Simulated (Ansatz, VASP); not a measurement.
**Two plane-wave programs on In3GaAs4**

```
In Ga As
1.0
     4.29036    0.00000    0.00000
     0.00000    4.29036    0.00000
     0.00000    0.00000   12.20222
In Ga As
3 1 4
Direct
  0.00000 0.00000 0.74133
  0.00000 0.00000 0.25867
  0.50000 0.50000 0.00000
  0.50000 0.50000 0.50000
  0.50000 0.00000 0.38869
  0.00000 0.50000 0.12938
  0.50000 0.00000 0.87062
  0.00000 0.50000 0.61131
```

Alike in both runs: functional PBE; k mesh 10 × 10 × 4; occupations gaussian, width 0.1 eV; no spin polarisation.

Ansatz relaxed the structure, and its values are those at the end. VASP's run is a single point on that final structure, the one shown.

|  | VASP | Ansatz |
| --- | --- | --- |
| version | VASP 6.6.1 | Ansatz 0.2.0 |
| potentials or method | VASP PAW PBE potentials, release 64 (In_d, Ga_d, As), cutoff 520 eV | scalar-relativistic, plane waves, PAW |
| valence electrons in the cell | 72 | 112 |

VASP gave:

```
gap on the k mesh at the Fermi level (eV) : none
pressure (GPa)                            : 0.1
rms of the force components (eV/Å)        : 0.005
```

Which values does Ansatz return?

gap on the k mesh at the Fermi level (eV): none; pressure (GPa): 0.0; rms of the force components (eV/Å): 0.003.

A gap of «none» marks a metal or a gap that the smearing closes. VASP's potentials hold 72 valence electrons a cell and Ansatz's 112, so a difference there can come from the potentials and not from the codes.
